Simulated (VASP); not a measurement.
# Pb (Fm-3m) in VASP: further runs

The runs below take Pb through single point, with PBE.

Everything below comes from runs of VASP 6.6.1. Logs are shortened: lines on timing, memory, paths and dates and some standing lists are left out, and cuts for length are marked.

**1. The cell of the first run**

The structure is cubic, space group Fm-3m (No. 225). The conventional cell has a = 5.141 Å, b = 5.141 Å, c = 5.141 Å, α = 90.00°, β = 90.00°, γ = 90.00°. Pb (site symmetry m-3m) has 12 Pb at 3.64 Å within 4.8 Å.

**2. Single point, PBE (volume scaled by 1.06)**

The input, INCAR:

```
PREC     = Accurate       # precision mode
ENCUT    = 520            # plane-wave cutoff, eV
EDIFF    = 1E-6           # SCF threshold, eV
ISMEAR   = 0              # smearing method
SIGMA    = 0.1            # smearing width, eV
LREAL    = F              # projectors in reciprocal space
LASPH    = T              # aspherical terms in the spheres
NELM     = 80             # most SCF steps
ALGO     = Fast           # electronic algorithm
ISIF     = 2              # what is computed and relaxed
LWAVE    = F              # write WAVECAR
LCHARG   = F              # write CHGCAR
GGA      = PE             # functional
NBANDS   = 13             # bands
```

The input, KPOINTS:

```
regular mesh
0
Gamma
  14 14 14
```

The input, POSCAR:

```
Pb
1.0
    0.0000000000      2.5704417869      2.5704417869
    2.5704417869      0.0000000000      2.5704417869
    2.5704417869      2.5704417869      0.0000000000
Pb
1
Direct
    0.0000000000      0.0000000000      0.0000000000
```

Potentials or basis: VASP PAW PBE potentials, release 64 (Pb_d).

Launch:

```
cat potpaw_PBE.64/Pb_d/POTCAR > POTCAR
mpirun -np 1 vasp_std > vasp.out
```

OUTCAR:

```text
PREC = Accurate
   ENCUT = 520
   EDIFF = 1E-6
   ISMEAR = 0
   LREAL = F
   LASPH = T
   NELM = 80
   ISIF = 2
   GGA = PE

 ion  position               nearest neighbor table
   1  0.000  0.000  0.000-

  LATTYP: Found a face centered cubic cell.
 ALAT       =     5.1408835738

  Lattice vectors:

 A1 = (   0.0000000000,   2.5704417869,   2.5704417869)
 A2 = (   2.5704417869,   0.0000000000,   2.5704417869)
 A3 = (   2.5704417869,   2.5704417869,   0.0000000000)

Analysis of symmetry for initial positions (statically):
[... 33 lines left out ...]
                                     Primitive cell

  volume of cell :      33.9667

  direct lattice vectors                    reciprocal lattice vectors
     0.000000000  2.570441787  2.570441787    -0.194519091  0.194519091  0.194519091
     2.570441787  0.000000000  2.570441787     0.194519091 -0.194519091  0.194519091
     2.570441787  2.570441787  0.000000000     0.194519091  0.194519091 -0.194519091

  length of vectors
     3.635153636  3.635153636  3.635153636     0.336916949  0.336916949  0.336916949

  position of ions in fractional coordinates (direct lattice)
     0.000000000  0.000000000  0.000000000

  ion indices of the primitive-cell ions
   primitive index   ion index
                 1           1

----------------------------------------------------------------------------------------

 KPOINTS: regular mesh

Automatic generation of k-mesh.
 Grid dimensions read from file:
 generate k-points for:   14   14   14

 Generating k-lattice:

  Cartesian coordinates                     Fractional coordinates (reciprocal lattice)
    -0.013894221  0.013894221  0.013894221     0.071428571  0.000000000  0.000000000
     0.013894221 -0.013894221  0.013894221     0.000000000  0.071428571  0.000000000
     0.013894221  0.013894221 -0.013894221     0.000000000  0.000000000  0.071428571

  Length of vectors
     0.024065496  0.024065496  0.024065496

  Shift w.r.t. Gamma in fractional coordinates (k-lattice)
     0.000000000  0.000000000  0.000000000

 Subroutine IBZKPT returns following result:
 ===========================================

 Found    104 irreducible k-points:

 Following reciprocal coordinates:
            Coordinates               Weight
[... 44 lines left out ...]
   LREAL  =      F    real-space projection
   EDIFFG = 0.1E-04   stopping-criterion for IOM
   NSW    =      0    number of steps for IOM
   IBRION =     -1    ionic relax: 0-MD 1-quasi-New 2-CG
   NFREE  =      0    steps in history (QN), initial steepest desc. (CG)
   ISIF   =      2    stress and relaxation
   ISYM   =      2    0-nonsym 1-usesym 2-fastsym
   POTIM  = 0.5000    time-step for ionic-motion
   TEBEG  =    0.0;   TEEND  =   0.0 temperature during run
   PSTRESS=    0.0 pullay stress
   NELECT =      14.0000    total number of electrons
   NUPDOWN=      -1.0000    fix difference up-down
   EMIN   =  10.00;   EMAX   =-10.00  energy-range for DOS
   EFERMI =   0.00;   METHOD = LEGACY
   ISMEAR =     0;   SIGMA  =   0.10  broadening in eV -4-tet -1-fermi 0-gaus
   EFERMI_NEDOS =   21; number of points for ismear=-14 and -15
   IALGO  =     68    algorithm
   IMIX   =      4    mixing-type and parameters
     AMIX     =   0.40;   BMIX     =  1.00
     AMIX_MAG =   1.60;   BMIX_MAG =  1.00
  volume/ion in A,a.u.               =      33.97       229.22
  Fermi-wavevector in a.u.,A,eV,Ry     =   1.218334  2.302318 20.195645  1.484338
  Thomas-Fermi vector in A             =   2.353624
   LORBIT       =      0    0 simple, 1 ext, 2 COOP (PROOUT), +10 PAW based schemes
   GGA     = PE    functional components
   LHFCALC =     F    Hartree Fock is set to
   AEXX    =    0.0000 exact exchange contribution
   IVDW    =     0    specifies the selected vdW correction
   LEPSILON=     F    determine dielectric tensor
   LRPA    =     F    only Hartree local field effects (RPA)
 non-spin polarized calculation
 RMM-DIIS sequential band-by-band and
 Gauss-broadening in eV      SIGMA  =   0.10
  energy-cutoff  :      520.00
  volume of cell :       33.97
 maximum number of plane-waves:       941
   NGX = 13   NGY = 13   NGZ = 13

 number of electron      13.9999997 magnetization

 Free energy of the ion-electron system (eV)
  ---------------------------------------------------
  ext. energy  EPLUGINS =         0.00000000
  ---------------------------------------------------
  free energy    TOTEN  =        -3.55623632 eV

  energy without entropy =       -3.55432313  energy(sigma->0) =       -3.55527973

 E-fermi :   6.0728     XC(G=0):  -9.6523

 val. band max:        6.0327135872   @ k =  -0.4286   0.3571   0.0714
 cond. band min:       6.1481193004   @ k =  -0.2857   0.2857   0.0714
 fundamental gap:      0.1154057132
 Fermi energy:         6.0728307287

 k-point     1 :       0.0000    0.0000    0.0000
  band No.  band energies     occupation
      1     -10.9332      2.00000
      2     -10.9332      2.00000
      3     -10.9332      2.00000
      4     -10.8354      2.00000
      5     -10.8354      2.00000
      6      -4.9602      2.00000
      7      12.6290      0.00000
      8      12.6290      0.00000
      9      12.6290      0.00000
     10      15.7461      0.00000
     11      16.0024      0.00000
     12      17.7667      0.00000
     13      17.7667      0.00000
[... 354 lines left out ...]
  band No.  band energies     occupation
      1     -10.9595      2.00000
      2     -10.8910      2.00000
      3     -10.8718      2.00000
      4     -10.8406      2.00000
      5     -10.7853      2.00000
      6      -3.7092      2.00000
      7       7.0607      0.00000
      8      10.3348      0.00000
      9      10.4625      0.00000
     10      14.2052      0.00000
     11      15.6032      0.00000
     12      18.6785      0.00000
     13      19.7206      0.00000

 [... further k-points ...]

------------------------ aborting loop because EDIFF is reached ----------------------------------------

  FORCE on cell =-STRESS in cart. coord.  units (eV):
  Direction    XX          YY          ZZ          XY          YZ          ZX
  --------------------------------------------------------------------------------------
  -------------------------------------------------------------------------------------
  Total       -0.4398025     -0.4398025     -0.4398025     -0.0000000      0.0000000      0.0000000
  in kB      -20.7450748    -20.7450748    -20.7450748     -0.0000000      0.0000000      0.0000000
  external PRESSURE =     -20.7450748 kB  Pullay stress =       0.0000000 kB

 VOLUME and BASIS-vectors are now :
 -----------------------------------------------------------------------------
  energy-cutoff  :      520.00
  volume of cell :       33.97
      direct lattice vectors                 reciprocal lattice vectors
     0.000000000  2.570441787  2.570441787    -0.194519091  0.194519091  0.194519091
     2.570441787  0.000000000  2.570441787     0.194519091 -0.194519091  0.194519091
     2.570441787  2.570441787  0.000000000     0.194519091  0.194519091 -0.194519091

 POSITION                                       TOTAL-FORCE (eV/Angst)
 -----------------------------------------------------------------------------------
      0.00000      0.00000      0.00000        -0.000000     -0.000000     -0.000000
 -----------------------------------------------------------------------------------
    total drift:                               -0.000000     -0.000000     -0.000000

  FREE ENERGIE OF THE ION-ELECTRON SYSTEM (eV)
  ---------------------------------------------------
  free  energy   TOTEN  =        -3.5562363244 eV

  energy  without entropy=       -3.5543231279  energy(sigma->0) =       -3.55527973
```

It took 21 s on 1 thread of Intel Xeon 6975P-C (Granite Rapids), shared host; peak memory 0.17 GiB.

Results:

- Free energy: -3.5562 eV
- Pressure: -2.1 GPa
- Band gap on the k mesh: zero (band 7 reaches 12.63 eV, above the bottom of band 8 at 4.75 eV)

Levels at points of the mesh, in eV from the Fermi level:
```tsv
k point	band 5	band 6	band 7	band 8	band 9	band 10
(0.00, 0.00, 0.00)	-16.91	-11.03	6.56	6.56	6.56	9.67
(0.50, 0.00, 0.00)	-16.81	-8.03	-3.67	4.98	4.98	8.52
(0.50, 0.50, 0.00)	-16.79	-6.88	-2.84	1.93	1.93	5.08
```

Caveat: spin-orbit coupling is left out, which moves the levels of the heavy elements.

**3. Single point, PBE (volume scaled by 0.88)**

The input, INCAR:

```
SYSTEM = Pb
ALGO = Normal ; EDIFF = 1E-7
ENCUT = 520 ; GGA = PE
ISIF = 2 ; ISMEAR = 0
LASPH = .True. ; LCHARG = .False.
LREAL = .False. ; LWAVE = .False.
NBANDS = 13 ; NELM = 60
PREC = Accurate ; SIGMA = 0.1
```

The input, KPOINTS:

```
k-points
0
Gamma
  14 14 14
  0 0 0
```

The input, POSCAR:

```
Pb
1.0
    0.0000000000      2.4158318824      2.4158318824
    2.4158318824      0.0000000000      2.4158318824
    2.4158318824      2.4158318824      0.0000000000
Pb
1
Direct
    0.0000000000      0.0000000000      0.0000000000
```

Potentials or basis: VASP PAW PBE potentials, release 64 (Pb_d).

Launch:

```
cat potpaw_PBE.64/Pb_d/POTCAR > POTCAR
mpirun -np 1 vasp_std > vasp.out
```

Run time: 46 s. Hardware: 1 thread of AMD EPYC 9R45 (Zen 5), shared host; peak memory 0.15 GiB.

It converged, with:

```yaml
Free_energy: -3.4964 eV
Pressure: 6.8 GPa
Band_gap_on_the_k_mesh: zero (band 7 reaches 16.13 eV, above the bottom of band 8 at 6.42 eV)
```

Levels at points of the mesh, in eV from the Fermi level:
```csv
k point,band 5,band 6,band 7,band 8,band 9,band 10
"(0.00, 0.00, 0.00)",-17.03,-12.34,7.93,7.93,7.93,9.72
"(0.50, 0.00, 0.00)",-16.87,-8.27,-4.65,5.92,5.92,9.20
"(0.50, 0.50, 0.00)",-16.83,-6.68,-3.64,2.06,2.06,5.54
```

Caveat: spin-orbit coupling is left out, which moves the levels of the heavy elements.

**4. Single point, PBE (volume scaled by 0.91)**

The input, INCAR:

```
PREC = Accurate
ENCUT = 520
EDIFF = 1E-7
ISMEAR = 0
SIGMA = 0.1
LREAL = False
LASPH = True
NELM = 80
ALGO = Fast
ISIF = 2
LWAVE = False
LCHARG = False
GGA = PE
NBANDS = 13
```

The input, KPOINTS:

```
regular mesh
0
Gamma
  14 14 14
```

The input, POSCAR:

```
Pb
1.0
    0.0000000000      2.4429783330      2.4429783330
    2.4429783330      0.0000000000      2.4429783330
    2.4429783330      2.4429783330      0.0000000000
Pb
1
Direct
    0.0000000000      0.0000000000      0.0000000000
```

Launch:

```
cat potpaw_PBE.64/Pb_d/POTCAR > POTCAR
mpirun -np 1 vasp_std > vasp.out
```

Wall time 51 s (1 thread of AMD EPYC 9R45 (Zen 5), shared host); peak memory 0.14 GiB.

The run converged. Its results:

* Free energy: -3.5308 eV
* Pressure: 4.6 GPa
* Band gap on the k mesh: zero (band 7 reaches 15.46 eV, above the bottom of band 8 at 6.09 eV)

Levels at points of the mesh, in eV from the Fermi level:
```tsv
k point	band 3	band 4	band 5	band 6	band 7	band 8	band 9	band 10	band 11	band 12
(0.00, 0.00, 0.00)	-17.16	-17.00	-17.00	-12.09	7.67	7.67	7.67	9.73	11.78	12.72
(0.50, 0.00, 0.00)	-17.15	-16.85	-16.85	-8.22	-4.46	5.74	5.74	9.20	9.77	11.38
(0.50, 0.50, 0.00)	-16.87	-16.82	-16.82	-6.72	-3.49	2.03	2.03	5.44	6.72	18.41
```

Caveat: spin-orbit coupling is left out, which moves the levels of the heavy elements.

**5. The runs side by side**

| cell | gap on the mesh (eV) | pressure (GPa) |
| --- | --- | --- |
| a = 3.635 Å, angles 60.0°, 1 atom | none | -2.1 |
| a = 3.417 Å, angles 60.0°, 1 atom | none | 6.8 |
| a = 3.455 Å, angles 60.0°, 1 atom | none | 4.6 |

Alike in all rows: task single point; level PBE; potentials or basis VASP PAW PBE potentials, release 64 (Pb_d); no spin polarisation; k mesh 14 × 14 × 14; cutoff (eV) 520; smearing gaussian 0.1 eV.

Caveats: spin-orbit coupling is left out, which moves the levels of the heavy elements.

Absolute energies hang on the potentials; compare differences alone.
